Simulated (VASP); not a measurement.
# CaS (Fm-3m) in VASP: a series of runs, part 2 of 2

VASP 6.6.1. Earlier steps stand in the parts before.

### Step 3. Single point, r2SCAN50

Contents of POSCAR:

```
CaS
1.0
    0.0000000000      2.8430011916      2.8430011916
    2.8430011916      0.0000000000      2.8430011916
    2.8430011916      2.8430011916      0.0000000000
Ca S
1 1
Direct
    0.5000000000      0.5000000000      0.5000000000
    0.0000000000      0.0000000000      0.0000000000
```

Contents of INCAR.step1:

```
PREC = Accurate
ENCUT = 440
EDIFF = 1E-5
ISMEAR = 0
SIGMA = 0.05
LREAL = F
LASPH = T
NELM = 120
ALGO = Normal
ISIF = 2
LWAVE = T
LCHARG = F
NBANDS = 15
GGA = PE
GGA_COMPAT = F
```

Contents of INCAR.step2:

```
PREC = Accurate
ENCUT = 440
EDIFF = 1E-6
ISMEAR = 0
SIGMA = 0.05
LREAL = F
LASPH = T
NELM = 120
ALGO = Normal
ISIF = 2
LWAVE = F
LCHARG = F
METAGGA = R2SCAN
LHFCALC = T
AEXX = 0.5
LMIXTAU = T
PRECFOCK = Normal
NBANDS = 15
ISTART = 1
GGA_COMPAT = F
```

Contents of KPOINTS:

```
regular mesh
0
Gamma
  4 4 4
```

Potentials or basis: VASP PAW PBE potentials, release 64 (Ca_sv, S).

Command:

```sh
$ cat potpaw_PBE.64/Ca_sv/POTCAR potpaw_PBE.64/S/POTCAR > POTCAR
$ cp INCAR.step1 INCAR
$ mpirun -np 1 vasp_std > vasp.out
$ cp INCAR.step2 INCAR
$ mpirun -np 1 vasp_std > vasp.out
```

OUTCAR:

```text
PREC = Accurate
   ENCUT = 440
   EDIFF = 1E-6
   ISMEAR = 0
   LREAL = F
   LASPH = T
   NELM = 120
   ISIF = 2
   METAGGA = R2SCAN
   LHFCALC = T
   AEXX = 0.5
   PRECFOCK = Normal
   ISTART = 1

 ion  position               nearest neighbor table
   1  0.500  0.500  0.500-   2 2.84   2 2.84   2 2.84   2 2.84   2 2.84   2 2.84
   2  0.000  0.000  0.000-   1 2.84   1 2.84   1 2.84   1 2.84   1 2.84   1 2.84

  LATTYP: Found a face centered cubic cell.
 ALAT       =     5.6860023832

  Lattice vectors:

 A1 = (   0.0000000000,   2.8430011916,   2.8430011916)
 A2 = (   2.8430011916,   0.0000000000,   2.8430011916)
 A3 = (   2.8430011916,   2.8430011916,   0.0000000000)

Analysis of symmetry for initial positions (statically):
=====================================================================
 Subroutine PRICEL returns:
 Original cell was already a primitive cell.

 Routine SETGRP: Setting up the symmetry group for a
 face centered cubic supercell.

 Subroutine GETGRP returns: Found 48 space group operations
 (whereof 48 operations were pure point group operations)
 out of a pool of 48 trial point group operations.

The static configuration has the point symmetry O_h .

Analysis of symmetry for dynamics (positions and initial velocities):
=====================================================================
 Subroutine PRICEL returns:
 Original cell was already a primitive cell.

 Routine SETGRP: Setting up the symmetry group for a
 face centered cubic supercell.

 Subroutine GETGRP returns: Found 48 space group operations
 (whereof 48 operations were pure point group operations)
 out of a pool of 48 trial point group operations.

The dynamic configuration has the point symmetry O_h .

 Subroutine INISYM returns: Found 48 space group operations
 (whereof 48 operations are pure point group operations),
[... 112 lines left out ...]
   HFSCREEN=    0.0000 screening length (either q_TF or 0.3 A-1)
   HFSCREENC=   0.0000 screening length for correlation (either q_TF or 0.3 A-1)
   ENCUTFOCK=  -1.0 apply spherical cutoff to Coloumb kernel
   IVDW    =     0    specifies the selected vdW correction
   LEPSILON=     F    determine dielectric tensor
   LRPA    =     F    only Hartree local field effects (RPA)
 non-spin polarized calculation
 Gauss-broadening in eV      SIGMA  =   0.05
  energy-cutoff  :      440.00
  volume of cell :       45.96
 maximum number of plane-waves:       982
  NGX = 24; NGY = 24; NGZ = 24

 number of electron      16.0000000 magnetization

 Free energy of the ion-electron system (eV)
  ---------------------------------------------------
  ext. energy  EPLUGINS =         0.00000000
  ---------------------------------------------------
  free energy    TOTEN  =       -18.88413581 eV

  energy without entropy =      -18.88413581  energy(sigma->0) =      -18.88413581

 E-fermi :   0.9522     XC(G=0):  -5.5269

 val. band max:        0.6487471779   @ k =   0.0000   0.0000   0.0000
 cond. band min:       6.6888556113   @ k =   0.5000   0.5000   0.0000
 fundamental gap:      6.0401084334
 Fermi energy:         0.9521946939

 k-point     1 :       0.0000    0.0000    0.0000
  band No.  band energies     occupation
      1     -44.9640      2.00000
      2     -22.7135      2.00000
      3     -22.7135      2.00000
      4     -22.7135      2.00000
      5     -13.2204      2.00000
      6       0.6487      2.00000
      7       0.6487      2.00000
      8       0.6487      2.00000
      9       8.5450      0.00000
     10       9.0931      0.00000
     11       9.0931      0.00000
     12       9.0931      0.00000
     13       9.9154      0.00000
     14       9.9154      0.00000
[... 113 lines left out ...]
      2     -22.8182      2.00000
      3     -22.8182      2.00000
      4     -22.7850      2.00000
      5     -12.2668      2.00000
      6      -1.5443      2.00000
      7      -1.5443      2.00000
      8      -1.1907      2.00000
      9       9.7559      0.00000
     10       9.7559      0.00000
     11      11.0972      0.00000
     12      12.2188      0.00000
     13      12.8654      0.00000
     14      15.0424      0.00000
     15      15.1853      0.00000

------------------------ aborting loop because EDIFF is reached ----------------------------------------

  FORCE on cell =-STRESS in cart. coord.  units (eV):
  Direction    XX          YY          ZZ          XY          YZ          ZX
  --------------------------------------------------------------------------------------
  -------------------------------------------------------------------------------------
  Total        0.0463269      0.0463269      0.0463269      0.0000000      0.0000000      0.0000000
  in kB        1.6150369      1.6150369      1.6150369      0.0000000      0.0000000      0.0000000
  external PRESSURE =       1.6150369 kB  Pullay stress =       0.0000000 kB

 VOLUME and BASIS-vectors are now :
 -----------------------------------------------------------------------------
  energy-cutoff  :      440.00
  volume of cell :       45.96
      direct lattice vectors                 reciprocal lattice vectors
     0.000000000  2.843001192  2.843001192    -0.175870486  0.175870486  0.175870486
     2.843001192  0.000000000  2.843001192     0.175870486 -0.175870486  0.175870486
     2.843001192  2.843001192  0.000000000     0.175870486  0.175870486 -0.175870486

 POSITION                                       TOTAL-FORCE (eV/Angst)
 -----------------------------------------------------------------------------------
      2.84300      2.84300      2.84300         0.000000     -0.000000     -0.000000
      0.00000      0.00000      0.00000        -0.000000      0.000000      0.000000
 -----------------------------------------------------------------------------------
    total drift:                               -0.000000     -0.000000     -0.000000

  FREE ENERGIE OF THE ION-ELECTRON SYSTEM (eV)
  ---------------------------------------------------
  free  energy   TOTEN  =       -18.8841358052 eV

  energy  without entropy=      -18.8841358052  energy(sigma->0) =      -18.88413581
```

OUTCAR.step1:

```text
PREC = Accurate
   ENCUT = 440
   EDIFF = 1E-5
   ISMEAR = 0
   LREAL = F
   LASPH = T
[... 345 lines left out ...]
 -----------------------------------------------------------------------------------
      2.84300      2.84300      2.84300         0.000000     -0.000000     -0.000000
      0.00000      0.00000      0.00000        -0.000000      0.000000      0.000000
 -----------------------------------------------------------------------------------
    total drift:                                0.000000      0.000000      0.000000

  FREE ENERGIE OF THE ION-ELECTRON SYSTEM (eV)
  ---------------------------------------------------
  free  energy   TOTEN  =       -10.3505366574 eV

  energy  without entropy=      -10.3505366574  energy(sigma->0) =      -10.35053666
```

OSZICAR.step1:

```text
N       E                     dE             d eps       ncg     rms          rms(c)
DAV:   1     0.101885665368E+03    0.10189E+03   -0.69497E+03   240   0.859E+02
DAV:   2    -0.479328820607E+01   -0.10668E+03   -0.99663E+02   296   0.246E+02
DAV:   3    -0.105594346501E+02   -0.57661E+01   -0.57359E+01   452   0.488E+01
DAV:   4    -0.106096439431E+02   -0.50209E-01   -0.50196E-01   282   0.456E+00
DAV:   5    -0.106106074138E+02   -0.96347E-03   -0.96345E-03   342   0.542E-01    0.506E+00
DAV:   6    -0.103516937649E+02    0.25891E+00   -0.40178E-01   289   0.324E+00    0.339E+00
DAV:   7    -0.103437706301E+02    0.79231E-02   -0.11312E-01   305   0.205E+00    0.182E+00
DAV:   8    -0.103506736975E+02   -0.69031E-02   -0.20030E-02   268   0.117E+00    0.310E-01
DAV:   9    -0.103502356347E+02    0.43806E-03   -0.11224E-03   310   0.319E-01    0.840E-02
DAV:  10    -0.103504915115E+02   -0.25588E-03   -0.31854E-04   299   0.126E-01    0.302E-02
DAV:  11    -0.103505376743E+02   -0.46163E-04   -0.82086E-05   282   0.745E-02    0.249E-02
DAV:  12    -0.103505366574E+02    0.10169E-05   -0.44381E-06   183   0.150E-02
   1 F= -.10350537E+02 E0= -.10350537E+02  d E =-.162144E-25
```

It took 7.4 min on 1 thread of AMD EPYC 7R43 (Zen 3), shared host; peak memory 0.13 GiB.

Results:

| Quantity | Value |
| --- | --- |
| Free energy | -18.8841 eV |
| Pressure | 0.2 GPa |
| Band gap on the k mesh | 6.04 eV (least direct gap 7.07 eV) |

Caveat: the k points lie up to 0.48 Å⁻¹ apart; the PAW data sets were made with another functional, which shifts forces and pressure a little.

### Step 4. Single point, r2SCAN0

POSCAR is that of step 3.

Contents of INCAR.step1:

```
SYSTEM = CaS
PREC     = Accurate       ! precision mode
ENCUT    = 440            ! plane-wave cutoff, eV
EDIFF    = 1E-5           ! SCF threshold, eV
ISMEAR   = 0              ! smearing method
SIGMA    = 0.05           ! smearing width, eV
LREAL    = .FALSE.        ! projectors in reciprocal space
LASPH    = .TRUE.         ! aspherical terms in the spheres
NELM     = 120            ! most SCF steps
ALGO     = Normal         ! electronic algorithm
ISIF     = 2              ! what is computed and relaxed
LWAVE    = .TRUE.         ! write WAVECAR
GGA      = PE             ! functional
NBANDS   = 15             ! bands
GGA_COMPAT= .FALSE.
```

Contents of INCAR.step2:

```
SYSTEM = CaS
PREC     = Accurate       ! precision mode
ENCUT    = 440            ! plane-wave cutoff, eV
EDIFF    = 1E-6           ! SCF threshold, eV
ISMEAR   = 0              ! smearing method
SIGMA    = 0.05           ! smearing width, eV
LREAL    = .FALSE.        ! projectors in reciprocal space
LASPH    = .TRUE.         ! aspherical terms in the spheres
NELM     = 120            ! most SCF steps
ALGO     = Normal         ! electronic algorithm
ISIF     = 2              ! what is computed and relaxed
LWAVE    = .FALSE.        ! write WAVECAR
LCHARG   = .TRUE.         ! write CHGCAR
METAGGA  = R2SCAN         ! meta-GGA
LHFCALC  = .TRUE.         ! exact exchange
AEXX     = 0.25           ! exact-exchange fraction
LMIXTAU  = .TRUE.       
PRECFOCK = Normal       
LELF     = .TRUE.         ! ELF
LVHAR    = .TRUE.       
ISTART   = 1            
NBANDS   = 15             ! bands
GGA_COMPAT= .FALSE.
```

Contents of KPOINTS:

```
regular mesh
0
G
  4 4 4
  0 0 0
```

Potentials or basis: VASP PAW PBE potentials, release 64 (Ca_sv, S).

Command:

```sh
$ cat potpaw_PBE.64/Ca_sv/POTCAR potpaw_PBE.64/S/POTCAR > POTCAR
$ cp INCAR.step1 INCAR
$ mpirun -np 1 vasp_std > vasp.out
$ cp INCAR.step2 INCAR
$ mpirun -np 1 vasp_std > vasp.out
```

OUTCAR:

```text
SYSTEM = CaS
   PREC = Accurate
   ENCUT = 440
   EDIFF = 1E-6
   ISMEAR = 0
   LREAL = .FALSE.
   LASPH = .TRUE.
   NELM = 120
   ISIF = 2
   METAGGA = R2SCAN
   LHFCALC = .TRUE.
   AEXX = 0.25
   PRECFOCK = Normal
   ISTART = 1

 ion  position               nearest neighbor table
   1  0.500  0.500  0.500-   2 2.84   2 2.84   2 2.84   2 2.84   2 2.84   2 2.84
   2  0.000  0.000  0.000-   1 2.84   1 2.84   1 2.84   1 2.84   1 2.84   1 2.84

  LATTYP: Found a face centered cubic cell.
 ALAT       =     5.6860023832

  Lattice vectors:

 A1 = (   0.0000000000,   2.8430011916,   2.8430011916)
 A2 = (   2.8430011916,   0.0000000000,   2.8430011916)
 A3 = (   2.8430011916,   2.8430011916,   0.0000000000)

Analysis of symmetry for initial positions (statically):
=====================================================================
 Subroutine PRICEL returns:
 Original cell was already a primitive cell.

 Routine SETGRP: Setting up the symmetry group for a
 face centered cubic supercell.

 Subroutine GETGRP returns: Found 48 space group operations
 (whereof 48 operations were pure point group operations)
 out of a pool of 48 trial point group operations.

The static configuration has the point symmetry O_h .

Analysis of symmetry for dynamics (positions and initial velocities):
=====================================================================
 Subroutine PRICEL returns:
 Original cell was already a primitive cell.

 Routine SETGRP: Setting up the symmetry group for a
 face centered cubic supercell.

 Subroutine GETGRP returns: Found 48 space group operations
 (whereof 48 operations were pure point group operations)
 out of a pool of 48 trial point group operations.

The dynamic configuration has the point symmetry O_h .

 Subroutine INISYM returns: Found 48 space group operations
 (whereof 48 operations are pure point group operations),
 and found     1 'primitive' translations
[... 112 lines left out ...]
   HFSCREENC=   0.0000 screening length for correlation (either q_TF or 0.3 A-1)
   ENCUTFOCK=  -1.0 apply spherical cutoff to Coloumb kernel
   IVDW    =     0    specifies the selected vdW correction
   LEPSILON=     F    determine dielectric tensor
   LRPA    =     F    only Hartree local field effects (RPA)
 non-spin polarized calculation
 Gauss-broadening in eV      SIGMA  =   0.05
  energy-cutoff  :      440.00
  volume of cell :       45.96
 maximum number of plane-waves:       982
  NGX = 24; NGY = 24; NGZ = 24

 number of electron      16.0000000 magnetization

 Free energy of the ion-electron system (eV)
  ---------------------------------------------------
  ext. energy  EPLUGINS =         0.00000000
  ---------------------------------------------------
  free energy    TOTEN  =       -19.38546410 eV

  energy without entropy =      -19.38546410  energy(sigma->0) =      -19.38546410

 E-fermi :   1.9161     XC(G=0):  -7.6660

 val. band max:        1.6065057184   @ k =   0.0000   0.0000   0.0000
 cond. band min:       6.0130742957   @ k =   0.5000   0.5000   0.0000
 fundamental gap:      4.4065685774
 Fermi energy:         1.9160529405

 k-point     1 :       0.0000    0.0000    0.0000
  band No.  band energies     occupation
      1     -41.5907      2.00000
      2     -20.5157      2.00000
      3     -20.5157      2.00000
      4     -20.5157      2.00000
      5     -11.2420      2.00000
      6       1.6065      2.00000
      7       1.6065      2.00000
      8       1.6065      2.00000
      9       8.0142      0.00000
     10       8.1608      0.00000
     11       8.1608      0.00000
     12       8.1608      0.00000
     13       8.8789      0.00000
     14       8.8789      0.00000
[... 113 lines left out ...]
      2     -20.6118      2.00000
      3     -20.6118      2.00000
      4     -20.5819      2.00000
      5     -10.3812      2.00000
      6      -0.4008      2.00000
      7      -0.4008      2.00000
      8      -0.1018      2.00000
      9       8.8487      0.00000
     10       8.8487      0.00000
     11      10.1718      0.00000
     12      10.9218      0.00000
     13      11.4216      0.00000
     14      13.9196      0.00000
     15      14.2623      0.00000

------------------------ aborting loop because EDIFF is reached ----------------------------------------

  FORCE on cell =-STRESS in cart. coord.  units (eV):
  Direction    XX          YY          ZZ          XY          YZ          ZX
  --------------------------------------------------------------------------------------
  -------------------------------------------------------------------------------------
  Total        0.1310516      0.1310516      0.1310516      0.0000000     -0.0000000      0.0000000
  in kB        4.5686923      4.5686923      4.5686923      0.0000000     -0.0000000      0.0000000
  external PRESSURE =       4.5686923 kB  Pullay stress =       0.0000000 kB

 VOLUME and BASIS-vectors are now :
 -----------------------------------------------------------------------------
  energy-cutoff  :      440.00
  volume of cell :       45.96
      direct lattice vectors                 reciprocal lattice vectors
     0.000000000  2.843001192  2.843001192    -0.175870486  0.175870486  0.175870486
     2.843001192  0.000000000  2.843001192     0.175870486 -0.175870486  0.175870486
     2.843001192  2.843001192  0.000000000     0.175870486  0.175870486 -0.175870486

 POSITION                                       TOTAL-FORCE (eV/Angst)
 -----------------------------------------------------------------------------------
      2.84300      2.84300      2.84300         0.000000     -0.000000      0.000000
      0.00000      0.00000      0.00000        -0.000000      0.000000     -0.000000
 -----------------------------------------------------------------------------------
    total drift:                                0.000000     -0.000000     -0.000000

  FREE ENERGIE OF THE ION-ELECTRON SYSTEM (eV)
  ---------------------------------------------------
  free  energy   TOTEN  =       -19.3854641007 eV

  energy  without entropy=      -19.3854641007  energy(sigma->0) =      -19.38546410
```

It took 7.1 min on 1 thread of AMD EPYC 7R43 (Zen 3), shared host; peak memory 0.13 GiB.

What came out:

```
Free energy            : -19.3855 eV
Pressure               : 0.5 GPa
Band gap on the k mesh : 4.41 eV (least direct gap 5.34 eV)
```

Caveat: the k points lie up to 0.48 Å⁻¹ apart; the PAW data sets were made with another functional, which shifts forces and pressure a little.

### Step 5. Summary

```tsv
level	cutoff (eV)	share of exact exchange	screening parameter	gap on the mesh (eV)	pressure (GPa)
PBE-based screened hybrid with 50 % exact exchange	400	0.5	0.20787 1/Å	4.49	0.2
r2SCAN50	440	0.5	-	6.04	0.2
r2SCAN0	440	0.25	-	4.41	0.5
```

Alike in all rows: task single point; potentials or basis VASP PAW PBE potentials, release 64 (Ca_sv, S); no spin polarisation; cell as given; k mesh 4 × 4 × 4; smearing gaussian 0.05 eV.

Caveats: all runs use coarse meshes; the PAW data sets were made with another functional, which shifts forces and pressure a little.

Total energies depend on the potentials used, so only differences within one code and one set of settings carry meaning.
